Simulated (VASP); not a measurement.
Wanted: the native input for a VASP 6.6.1 run.

```yaml
Task: single point
Functional: LDA
Potentials_or_basis: VASP PAW LDA potentials, release 64 (Li_sv, F)
Cutoff: 520 eV
k_mesh: 9 × 9 × 6
Occupations: gaussian, width 0.05 eV
Spin: no spin polarisation
Dipole_correction: no
Further_INCAR_settings: ALGO = Normal; EDIFF = 1e-06; NBANDS = 18
```

The structure of LiF lies in POSCAR:

```
LiF
1.0
    3.0609398175      0.0000000000      0.0000000000
   -1.5304699087      2.6508516414      0.0000000000
    0.0000000000      0.0000000000      4.8073245700
Li F
2 2
Direct
    0.3553014753      0.6066485867      0.3811542600
    0.6886348086      0.2733152534      0.8811542600
    0.3333333333      0.6666666667      0.9938437400
    0.6666666667      0.3333333333      0.4938437400
```

This cell differs from its parent crystal: all Li atoms moved +0.225 Å, as atom 1 along Cartesian [1 -1 0].

These files were run (other wordings do the same):

INCAR

```
SYSTEM = LiF
ALGO = Normal
EDIFF = 1E-6
ENCUT = 520
GGA = CA
ISIF = 2
ISMEAR = 0
LASPH = .TRUE.
LCHARG = .FALSE.
LREAL = .FALSE.
LWAVE = .FALSE.
NBANDS = 18
NELM = 80
PREC = Accurate
SIGMA = 0.05
```

KPOINTS

```
k-points
0
G
  9 9 6
  0 0 0
```

Potentials or basis: VASP PAW LDA potentials, release 64 (Li_sv, F).

The run is started by

```console
$ cat potpaw_LDA.64/Li_sv/POTCAR potpaw_LDA.64/F/POTCAR > POTCAR
$ mpirun -np 1 vasp_std > vasp.out
```

It gave:

```json
{
 "Largest force": "1.384 eV/Å",
 "Band gap on the k mesh": "7.46 eV"
}
```

Caveat: the cell differs from its parent crystal (all Li atoms moved +0.225 Å, as atom 1 along Cartesian [1 -1 0]); forces of over 1 eV/Å act on the atoms, so gaps and moduli don't describe the material at rest.

Wall time 2.5 min on 1 thread of Oxide Virtual Turin-like Processor, on a shared host, peak memory 0.2 GiB.
